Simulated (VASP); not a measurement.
# Pb (Im-3m) in VASP: settings compared, part 2 of 2

VASP 6.6.1. The steps go on from the part before.

## Step 3: Single point, HSE06

Input file POSCAR:

```
Pb
1.0
   -1.9796595667      1.9796595667      1.9796595667
    1.9796595667     -1.9796595667      1.9796595667
    1.9796595667      1.9796595667     -1.9796595667
Pb
1
Direct
    0.0000000000      0.0000000000      0.0000000000
```

Input file INCAR.step1:

```
SYSTEM = Pb
PREC = Accurate ; ENCUT = 520
EDIFF = 1E-5 ; ISMEAR = -1
SIGMA = 0.05 ; LREAL = .FALSE.
LASPH = .TRUE. ; NELM = 100
ALGO = Normal ; ISIF = 2
LWAVE = .TRUE. ; LCHARG = .FALSE.
NBANDS = 13 ; GGA = PE
```

Input file INCAR.step2:

```
SYSTEM = Pb
PREC = Accurate ; ENCUT = 520
EDIFF = 1E-6 ; ISMEAR = -1
SIGMA = 0.05 ; LREAL = .FALSE.
LASPH = .TRUE. ; NELM = 100
ALGO = Normal ; ISIF = 2
LWAVE = .FALSE. ; LCHARG = .FALSE.
GGA = PE ; LHFCALC = .TRUE.
HFSCREEN = 0.2079 ; PRECFOCK = Normal
NBANDS = 13 ; ISTART = 1
```

Input file KPOINTS:

```
regular mesh
0
G
  6 6 6
  0 0 0
```

Potentials or basis: VASP PAW PBE potentials, release 64 (Pb_d).

Command:

```sh
cat potpaw_PBE.64/Pb_d/POTCAR > POTCAR
cp INCAR.step1 INCAR
mpirun -np 1 vasp_std > vasp.out
cp INCAR.step2 INCAR
mpirun -np 1 vasp_std > vasp.out
```

OUTCAR:

```text
SYSTEM = Pb
   PREC = Accurate
   ENCUT = 520
   EDIFF = 1E-6
   ISMEAR = -1
   LREAL = .FALSE.
   LASPH = .TRUE.
   NELM = 100
   ISIF = 2
   GGA = PE
   LHFCALC = .TRUE.
   HFSCREEN = 0.2079
   PRECFOCK = Normal
   ISTART = 1

 ion  position               nearest neighbor table
   1  0.000  0.000  0.000-

  LATTYP: Found a body centered cubic cell.
 ALAT       =     3.9593191334

  Lattice vectors:

 A1 = (  -1.9796595667,   1.9796595667,   1.9796595667)
 A2 = (   1.9796595667,  -1.9796595667,   1.9796595667)
 A3 = (   1.9796595667,   1.9796595667,  -1.9796595667)

Analysis of symmetry for initial positions (statically):
=====================================================================
 Subroutine PRICEL returns:
 Original cell was already a primitive cell.

 Routine SETGRP: Setting up the symmetry group for a
 body centered cubic supercell.

 Subroutine GETGRP returns: Found 48 space group operations
 (whereof 48 operations were pure point group operations)
 out of a pool of 48 trial point group operations.

The static configuration has the point symmetry O_h .

Analysis of symmetry for dynamics (positions and initial velocities):
=====================================================================
 Subroutine PRICEL returns:
 Original cell was already a primitive cell.

 Routine SETGRP: Setting up the symmetry group for a
 body centered cubic supercell.

 Subroutine GETGRP returns: Found 48 space group operations
 (whereof 48 operations were pure point group operations)
 out of a pool of 48 trial point group operations.

The dynamic configuration has the point symmetry O_h .

 Subroutine INISYM returns: Found 48 space group operations
 (whereof 48 operations are pure point group operations),
 and found     1 'primitive' translations

----------------------------------------------------------------------------------------

                                     Primitive cell

  volume of cell :      31.0336

  direct lattice vectors                    reciprocal lattice vectors
    -1.979659567  1.979659567  1.979659567     0.000000000  0.252568678  0.252568678
     1.979659567 -1.979659567  1.979659567     0.252568678  0.000000000  0.252568678
     1.979659567  1.979659567 -1.979659567     0.252568678  0.252568678  0.000000000

  length of vectors
     3.428870951  3.428870951  3.428870951     0.357186050  0.357186050  0.357186050

  position of ions in fractional coordinates (direct lattice)
     0.000000000  0.000000000  0.000000000

  ion indices of the primitive-cell ions
   primitive index   ion index
                 1           1

----------------------------------------------------------------------------------------

 KPOINTS: regular mesh

Automatic generation of k-mesh.
 Grid dimensions read from file:
 generate k-points for:    6    6    6

 Generating k-lattice:

[... 34 lines left out ...]
   k-points           NKPTS =     16   k-points in BZ     NKDIM =    216   number of bands    NBANDS=     13
   number of dos      NEDOS =    301   number of ions     NIONS =      1
   total plane-waves  NPLWV =  21952
   dimension x,y,z NGX =    28 NGY =   28 NGZ =   28
   dimension x,y,z NGXF=    56 NGYF=   56 NGZF=   56
   ions per type =               1
   NGX,Y,Z   is equivalent  to a cutoff of  13.58, 13.58, 13.58 a.u.
   NGXF,Y,Z  is equivalent  to a cutoff of  27.15, 27.15, 27.15 a.u.
 SYSTEM =  Pb
   PREC   = accura    normal or accurate (medium, high low for compatibility)
   ISTART =      1    job   : 0-new  1-cont  2-samecut
   ICHARG =      0    charge: 1-file 2-atom 10-const
   ISPIN  =      1    spin polarized calculation?
   LNONCOLLINEAR =      F non collinear calculations
   LSORBIT =      F    spin-orbit coupling
   LASPH  =      T    aspherical Exc in radial PAW
   ENCUT  =  520.0 eV  38.22 Ry    6.18 a.u.   6.38  6.38  6.38*2*pi/ulx,y,z
   NELM   =    100;   NELMIN=  2; NELMDL=  0     # of ELM steps
   EDIFF  = 0.1E-05   stopping-criterion for ELM
   LREAL  =      F    real-space projection
   EDIFFG = 0.1E-04   stopping-criterion for IOM
   NSW    =      0    number of steps for IOM
   IBRION =     -1    ionic relax: 0-MD 1-quasi-New 2-CG
   NFREE  =      0    steps in history (QN), initial steepest desc. (CG)
   ISIF   =      2    stress and relaxation
   ISYM   =      3    0-nonsym 1-usesym 2-fastsym
   POTIM  = 0.5000    time-step for ionic-motion
   TEBEG  =    0.0;   TEEND  =   0.0 temperature during run
   PSTRESS=    0.0 pullay stress
   NELECT =      14.0000    total number of electrons
   NUPDOWN=      -1.0000    fix difference up-down
   EMIN   =  10.00;   EMAX   =-10.00  energy-range for DOS
   EFERMI =   0.00;   METHOD = LEGACY
   ISMEAR =    -1;   SIGMA  =   0.05  broadening in eV -4-tet -1-fermi 0-gaus
   EFERMI_NEDOS =   21; number of points for ismear=-14 and -15
   IALGO  =     38    algorithm
   IMIX   =      1    mixing-type and parameters
     AMIX     =   0.40;   BMIX     =  1.00
     AMIX_MAG =   1.60;   BMIX_MAG =  1.00
  volume/ion in A,a.u.               =      31.03       209.42
  Fermi-wavevector in a.u.,A,eV,Ry     =   1.255568  2.372680 21.448927  1.576452
  Thomas-Fermi vector in A             =   2.389319
   LORBIT       =      0    0 simple, 1 ext, 2 COOP (PROOUT), +10 PAW based schemes
   GGA     = PE    functional components
   LHFCALC =     T    Hartree Fock is set to
   PRECFOCK=normal    Normal, Fast or Accurate (Low or Medium for compatibility)
   ENCUT4O =  -1.0   cutoff for four orbital integrals eV
   NKREDX  =     1    reduce k-point grid by
   NKREDY  =     1    reduce k-point grid by
   NKREDZ  =     1    reduce k-point grid by
   AEXX    =    0.2500 exact exchange contribution
   HFSCREEN=    0.2079 screening length (either q_TF or 0.3 A-1)
   HFSCREENC=   0.2079 screening length for correlation (either q_TF or 0.3 A-1)
   ENCUTFOCK=  -1.0 apply spherical cutoff to Coloumb kernel
   IVDW    =     0    specifies the selected vdW correction
   LEPSILON=     F    determine dielectric tensor
   LRPA    =     F    only Hartree local field effects (RPA)
 non-spin polarized calculation
  energy-cutoff  :      520.00
  volume of cell :       31.03
 maximum number of plane-waves:       887
 NGX is ok and might be reduce to    28
  NGX = 20; NGY = 20; NGZ = 20

 number of electron      14.0000002 magnetization

 Free energy of the ion-electron system (eV)
  ---------------------------------------------------
  ext. energy  EPLUGINS =         0.00000000
  ---------------------------------------------------
  free energy    TOTEN  =        -4.05097257 eV

  energy without entropy =       -4.04760662  energy(sigma->0) =       -4.04928959

 E-fermi :   6.8406     XC(G=0):  -8.3640

 val. band max:        6.8094437099   @ k =  -0.3333   0.3333   0.3333
 cond. band min:       7.3361899843   @ k =   0.5000   0.5000   0.3333
 fundamental gap:      0.5267462744
 Fermi energy:         6.8406181122

 k-point     1 :       0.0000    0.0000    0.0000
  band No.  band energies     occupation
      1     -12.1140      2.00000
      2     -12.1140      2.00000
      3     -12.1140      2.00000
      4     -11.8793      2.00000
      5     -11.8793      2.00000
      6      -5.9776      2.00000
      7      15.1763      0.00000
      8      15.1763      0.00000
      9      15.1763      0.00000
     10      18.7732      0.00000
     11      18.7732      0.00000
     12      18.7732      0.00000
     13      19.3260      0.00000
[... 226 lines left out ...]
  band No.  band energies     occupation
      1     -12.1687      2.00000
      2     -12.1687      2.00000
      3     -11.7717      2.00000
      4     -11.7717      2.00000
      5     -11.7717      2.00000
      6       1.3552      2.00000
      7       6.5898      1.98682
      8       6.5898      1.98682
      9       6.5898      1.98682
     10      11.7693      0.00000
     11      11.7693      0.00000
     12      24.4118      0.00000
     13      27.1473      0.00000

------------------------ aborting loop because EDIFF is reached ----------------------------------------

  FORCE on cell =-STRESS in cart. coord.  units (eV):
  Direction    XX          YY          ZZ          XY          YZ          ZX
  --------------------------------------------------------------------------------------
  -------------------------------------------------------------------------------------
  Total       -0.1267936     -0.1267936     -0.1267936      0.0000000      0.0000000      0.0000000
  in kB       -6.5460043     -6.5460043     -6.5460043      0.0000000      0.0000000      0.0000000
  external PRESSURE =      -6.5460043 kB  Pullay stress =       0.0000000 kB

 VOLUME and BASIS-vectors are now :
 -----------------------------------------------------------------------------
  energy-cutoff  :      520.00
  volume of cell :       31.03
      direct lattice vectors                 reciprocal lattice vectors
    -1.979659567  1.979659567  1.979659567     0.000000000  0.252568678  0.252568678
     1.979659567 -1.979659567  1.979659567     0.252568678  0.000000000  0.252568678
     1.979659567  1.979659567 -1.979659567     0.252568678  0.252568678  0.000000000

 POSITION                                       TOTAL-FORCE (eV/Angst)
 -----------------------------------------------------------------------------------
      0.00000      0.00000      0.00000        -0.000000      0.000000      0.000000
 -----------------------------------------------------------------------------------
    total drift:                               -0.000000     -0.000000     -0.000000

  FREE ENERGIE OF THE ION-ELECTRON SYSTEM (eV)
  ---------------------------------------------------
  free  energy   TOTEN  =        -4.0509725700 eV

  energy  without entropy=       -4.0476066188  energy(sigma->0) =       -4.04928959
```

OUTCAR.step1:

```text
SYSTEM = Pb
   PREC = Accurate
   ENCUT = 520
   EDIFF = 1E-5
   ISMEAR = -1
   LREAL = .FALSE.
[... 463 lines left out ...]
 -----------------------------------------------------------------------------------
      0.00000      0.00000      0.00000         0.000000      0.000000      0.000000
 -----------------------------------------------------------------------------------
    total drift:                                0.000000     -0.000000      0.000000

  FREE ENERGIE OF THE ION-ELECTRON SYSTEM (eV)
  ---------------------------------------------------
  free  energy   TOTEN  =        -3.5290494900 eV

  energy  without entropy=       -3.5251910871  energy(sigma->0) =       -3.52712029
```

OSZICAR.step1:

```text
N       E                     dE             d eps       ncg     rms          rms(c)
DAV:   1     0.111194214632E+03    0.11119E+03   -0.70078E+03   421   0.127E+03
DAV:   2     0.220017372349E+01   -0.10899E+03   -0.10539E+03   436   0.314E+02
DAV:   3    -0.339824707462E+01   -0.55984E+01   -0.55820E+01   531   0.771E+01
DAV:   4    -0.353521941987E+01   -0.13697E+00   -0.13693E+00   489   0.125E+01
DAV:   5    -0.354110326716E+01   -0.58838E-02   -0.58838E-02   617   0.254E+00    0.520E-01
DAV:   6    -0.353129170938E+01    0.98116E-02   -0.13132E-02   534   0.207E+00    0.263E-01
DAV:   7    -0.352909311637E+01    0.21986E-02   -0.57222E-03   529   0.123E+00    0.939E-02
DAV:   8    -0.352904817350E+01    0.44943E-04   -0.39908E-04   524   0.303E-01    0.912E-03
DAV:   9    -0.352904949005E+01   -0.13165E-05   -0.45763E-06   313   0.326E-02
   1 F= -.35290495E+01 E0= -.35271203E+01  d E =-.385840E-02
```

Run time: 18 min. Hardware: 1 thread of AMD EPYC 7R13 (Zen 3), shared host; peak memory 0.24 GiB.

What came out:

```yaml
Free_energy: -4.0510 eV
Pressure: -0.7 GPa
Band_gap_on_the_k_mesh: zero (band 7 reaches 15.18 eV, above the bottom of band 8 at 4.67 eV)
```

Caveat: the k points lie up to 0.37 Å⁻¹ apart; the PAW data sets were made with another functional, which shifts forces and pressure a little; spin-orbit coupling is left out, which moves the levels of the heavy elements.

## Step 4: Single point, PBE0

POSCAR is that of step 3.

Input file INCAR.step1:

```
PREC = Accurate
ENCUT = 520
EDIFF = 1E-5
ISMEAR = -1
SIGMA = 0.05
LREAL = F
LASPH = T
NELM = 60
ALGO = Normal
ISIF = 2
LWAVE = T
LCHARG = F
GGA = PE
NBANDS = 13
```

Input file INCAR.step2:

```
PREC = Accurate
ENCUT = 520
EDIFF = 1E-6
ISMEAR = -1
SIGMA = 0.05
LREAL = F
LASPH = T
NELM = 60
ALGO = Normal
ISIF = 2
LWAVE = F
LCHARG = F
GGA = PE
LHFCALC = T
AEXX = 0.25
PRECFOCK = Normal
ISTART = 1
NBANDS = 13
```

Input file KPOINTS:

```
Automatic mesh
0
Gamma
  6 6 6
```

Command:

```sh
cat potpaw_PBE.64/Pb_d/POTCAR > POTCAR
cp INCAR.step1 INCAR
mpirun -np 1 vasp_std > vasp.out
cp INCAR.step2 INCAR
mpirun -np 1 vasp_std > vasp.out
```

It took 17 min on 1 thread of AMD EPYC 7R13 (Zen 3), shared host; peak memory 0.15 GiB.

It converged, with:

```yaml
Free_energy: -4.5360 eV
Pressure: -1.0 GPa
Band_gap_on_the_k_mesh: zero (band 7 reaches 15.59 eV, above the bottom of band 8 at 4.33 eV)
```

Levels at points of the mesh, in eV from the Fermi level:
| k point | band 4 | band 5 | band 6 | band 7 | band 8 | band 9 | band 10 | band 11 |
| --- | --- | --- | --- | --- | --- | --- | --- | --- |
| (0.00, 0.00, 0.00) | -19.08 | -19.08 | -13.21 | 8.80 | 8.80 | 8.80 | 12.36 | 12.36 |
| (0.50, 0.00, 0.00) | -19.09 | -18.94 | -8.90 | -4.78 | 4.38 | 6.19 | 8.49 | 9.94 |
| (0.50, 0.50, 0.50) | -18.98 | -18.98 | -5.77 | -0.43 | -0.43 | -0.43 | 5.31 | 5.31 |

Caveat: the k points lie up to 0.37 Å⁻¹ apart; the PAW data sets were made with another functional, which shifts forces and pressure a little; spin-orbit coupling is left out, which moves the levels of the heavy elements.

## Step 5: Single point, PBE

This run uses another cell than the first one, of 31.65 Å³/atom, 1.020 times its volume.

Input file INCAR:

```
SYSTEM = Pb
PREC = Accurate
ENCUT = 500
EDIFF = 1E-6
ISMEAR = -1
SIGMA = 0.05
LREAL = .FALSE.
LASPH = .TRUE.
NELM = 120
ALGO = Normal
ISIF = 2
LWAVE = .FALSE.
LCHARG = .FALSE.
GGA = PE
NBANDS = 13
GGA_COMPAT = .FALSE.
```

Input file KPOINTS:

```
regular mesh
0
G
  9 9 9
  0 0 0
```

Input file POSCAR:

```
Pb
1.0
   -1.9927702770      1.9927702770      1.9927702770
    1.9927702770     -1.9927702770      1.9927702770
    1.9927702770      1.9927702770     -1.9927702770
Pb
1
Direct
    0.0000000000      0.0000000000      0.0000000000
```

Potentials or basis: VASP PAW PBE potentials, release 64 (Pb_d).

Command:

```sh
cat potpaw_PBE.64/Pb_d/POTCAR > POTCAR
mpirun -np 1 vasp_std > vasp.out
```

OUTCAR:

```text
SYSTEM = Pb
   PREC = Accurate
   ENCUT = 500
   EDIFF = 1E-6
   ISMEAR = -1
   LREAL = .FALSE.
   LASPH = .TRUE.
   NELM = 120
   ISIF = 2
   GGA = PE

 ion  position               nearest neighbor table
   1  0.000  0.000  0.000-

  LATTYP: Found a body centered cubic cell.
 ALAT       =     3.9855405540

  Lattice vectors:

 A1 = (  -1.9927702770,   1.9927702770,   1.9927702770)
 A2 = (   1.9927702770,  -1.9927702770,   1.9927702770)
 A3 = (   1.9927702770,   1.9927702770,  -1.9927702770)

Analysis of symmetry for initial positions (statically):
=====================================================================
 Subroutine PRICEL returns:
 Original cell was already a primitive cell.

 Routine SETGRP: Setting up the symmetry group for a
 body centered cubic supercell.

 Subroutine GETGRP returns: Found 48 space group operations
 (whereof 48 operations were pure point group operations)
 out of a pool of 48 trial point group operations.

The static configuration has the point symmetry O_h .

Analysis of symmetry for dynamics (positions and initial velocities):
=====================================================================
[... 161 lines left out ...]
 Fermi energy:         6.8471148309

 k-point     1 :       0.0000    0.0000    0.0000
  band No.  band energies     occupation
      1     -10.2999      2.00000
      2     -10.2999      2.00000
      3     -10.2999      2.00000
      4     -10.0875      2.00000
      5     -10.0875      2.00000
      6      -4.6684      2.00000
      7      14.0732      0.00000
      8      14.0732      0.00000
      9      14.0732      0.00000
     10      17.8541      0.00000
     11      17.8541      0.00000
     12      17.8541      0.00000
     13      18.0274      0.00000
[... 354 lines left out ...]
  band No.  band energies     occupation
      1     -10.2961      2.00000
      2     -10.2466      2.00000
      3     -10.1592      2.00000
      4     -10.1036      2.00000
      5      -9.9805      2.00000
      6      -0.5980      2.00000
      7       3.7111      2.00000
      8       7.4823      0.00001
      9      11.2263      0.00000
     10      15.4628      0.00000
     11      16.8613      0.00000
     12      17.6859      0.00000
     13      19.3818      0.00000

 [... further k-points ...]
[... 5 lines left out ...]
  --------------------------------------------------------------------------------------
  -------------------------------------------------------------------------------------
  Total       -0.0136128     -0.0136128     -0.0136128     -0.0000000     -0.0000000     -0.0000000
  in kB       -0.6890107     -0.6890107     -0.6890107     -0.0000000     -0.0000000     -0.0000000
  external PRESSURE =      -0.6890107 kB  Pullay stress =       0.0000000 kB

 VOLUME and BASIS-vectors are now :
 -----------------------------------------------------------------------------
  energy-cutoff  :      500.00
  volume of cell :       31.65
      direct lattice vectors                 reciprocal lattice vectors
    -1.992770277  1.992770277  1.992770277     0.000000000  0.250906994  0.250906994
     1.992770277 -1.992770277  1.992770277     0.250906994  0.000000000  0.250906994
     1.992770277  1.992770277 -1.992770277     0.250906994  0.250906994  0.000000000

 POSITION                                       TOTAL-FORCE (eV/Angst)
 -----------------------------------------------------------------------------------
      0.00000      0.00000      0.00000        -0.000000      0.000000     -0.000000
 -----------------------------------------------------------------------------------
    total drift:                               -0.000000     -0.000000     -0.000000

  FREE ENERGIE OF THE ION-ELECTRON SYSTEM (eV)
  ---------------------------------------------------
  free  energy   TOTEN  =        -3.5060286154 eV

  energy  without entropy=       -3.4994530927  energy(sigma->0) =       -3.50274085
```

OSZICAR:

```text
N       E                     dE             d eps       ncg     rms          rms(c)
DAV:   1     0.105536954033E+03    0.10554E+03   -0.69294E+03   915   0.122E+03
DAV:   2     0.175433687869E+01   -0.10378E+03   -0.10072E+03   975   0.305E+02
DAV:   3    -0.339228239358E+01   -0.51466E+01   -0.51198E+01  1141   0.733E+01
DAV:   4    -0.351198847688E+01   -0.11971E+00   -0.11968E+00  1102   0.120E+01
DAV:   5    -0.351751968567E+01   -0.55312E-02   -0.55311E-02  1269   0.240E+00    0.508E-01
DAV:   6    -0.350810793327E+01    0.94118E-02   -0.13740E-02  1176   0.202E+00    0.259E-01
DAV:   7    -0.350604989603E+01    0.20580E-02   -0.59269E-03  1133   0.123E+00    0.947E-02
DAV:   8    -0.350602801106E+01    0.21885E-04   -0.43125E-04  1173   0.319E-01    0.963E-03
DAV:   9    -0.350602861541E+01   -0.60435E-06   -0.85897E-06  1284   0.427E-02
   1 F= -.35060286E+01 E0= -.35027409E+01  d E =-.657552E-02
```

Wall time 12 s (1 thread of Intel Xeon 6975P-C, shared host); peak memory 0.16 GiB.

Results:

- Free energy: -3.5060 eV
- Pressure: -0.1 GPa
- Band gap on the k mesh: zero (band 7 reaches 14.07 eV, above the bottom of band 8 at 4.86 eV)

Caveat: spin-orbit coupling is left out, which moves the levels of the heavy elements.

## Step 6: Summary

```csv
task,level,cell,k mesh,cutoff (eV),grid for exact exchange (PRECFOCK),screening parameter,gap on the mesh (eV),pressure (GPa)
relaxation of cell and atoms,PBE+D3(BJ),"relaxed from a = 3.429 Å, angles 109.5°, 1 atom",9 × 9 × 9,600,-,-,none,0.0
single point,HSE06,"a = 3.429 Å, angles 109.5°, 1 atom",6 × 6 × 6,520,Normal,0.2079 1/Å,none,-0.7
single point,PBE0,"a = 3.429 Å, angles 109.5°, 1 atom",6 × 6 × 6,520,Normal,-,none,-1.0
single point,PBE,"a = 3.452 Å, angles 109.5°, 1 atom",9 × 9 × 9,500,-,-,none,-0.1
```

Alike in all rows: potentials or basis VASP PAW PBE potentials, release 64 (Pb_d); no spin polarisation; smearing fermi-dirac 0.05 eV.

Caveats: some runs use coarse meshes; spin-orbit coupling is left out, which moves the levels of the heavy elements; the PAW data sets were made with another functional, which shifts forces and pressure a little (some runs); pairwise dispersion overbinds metals, which lowers pressure and volume (some runs).

Total energies depend on the potentials used, so only differences within one code and one set of settings carry meaning.
